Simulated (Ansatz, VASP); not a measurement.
# Two plane-wave programs on ZnS

INCAR

```
SYSTEM = ZnS
PREC     = Accurate       ! precision mode
ENCUT    = 500            ! plane-wave cutoff, eV
EDIFF    = 1E-6           ! SCF threshold, eV
ISMEAR   = 0              ! smearing method
SIGMA    = 0.1            ! smearing width, eV
LREAL    = .False.        ! projectors in reciprocal space
LASPH    = .True.         ! aspherical terms in the spheres
NELM     = 120            ! most SCF steps
ALGO     = Normal         ! electronic algorithm
ISIF     = 2              ! what is computed and relaxed
LWAVE    = .False.        ! write WAVECAR
LCHARG   = .False.        ! write CHGCAR
GGA      = PS             ! functional
NBANDS   = 16             ! bands
GGA_COMPAT= .False.
```

File KPOINTS:

```
Automatic mesh
0
Gamma
  6 6 6
  0 0 0
```

Contents of POSCAR:

```
ZnS
1.0
    0.0000000000      2.9006823231      2.9006823231
    2.9006823231      0.0000000000      2.9006823231
    2.9006823231      2.9006823231      0.0000000000
Zn S
1 1
Direct
    0.0000000000      0.0000000000      0.0000000000
    0.2500000000      0.2500000000      0.2500000000
```

Input for Ansatz:

```yaml
crystal:
  lattice:
    - [0.0, 2.9006823231, 2.9006823231]
    - [2.9006823231, 0.0, 2.9006823231]
    - [2.9006823231, 2.9006823231, 0.0]
  atoms:
    - { symbol: Zn, position: [0.0, 0.0, 0.0] }
    - { symbol: S, position: [0.25, 0.25, 0.25] }
basis:
  ecutwfc: 420
kpoints:
  mp_grid: { grid: [6, 6, 6] }
hamiltonian:
  xc: pbesol
scf:
  occupations: { method: gaussian, width: 0.1 }
output:
  forces: true
  stress: true
  eigenvalues: true
```

Alike in both runs: task single point; functional PBEsol; k mesh 6 × 6 × 6; occupations gaussian, width 0.1 eV; no spin polarisation.

```csv
,VASP,Ansatz
version,VASP 6.6.1,Ansatz 0.2.0
potentials or method,"VASP PAW PBE potentials, release 64 (Zn, S), cutoff 500 eV","scalar-relativistic, plane waves, PAW"
valence electrons in the cell,18,18
```

```csv
,VASP,Ansatz,Ansatz less VASP
gap on the k mesh at the Fermi level (eV),1.12,1.13,+0.003
least direct gap on the mesh (eV),1.12,1.13,+0.003
pressure (GPa),-11.0,-11.1,-0.07
```

VASP's potentials were made for PBE, not for PBEsol.
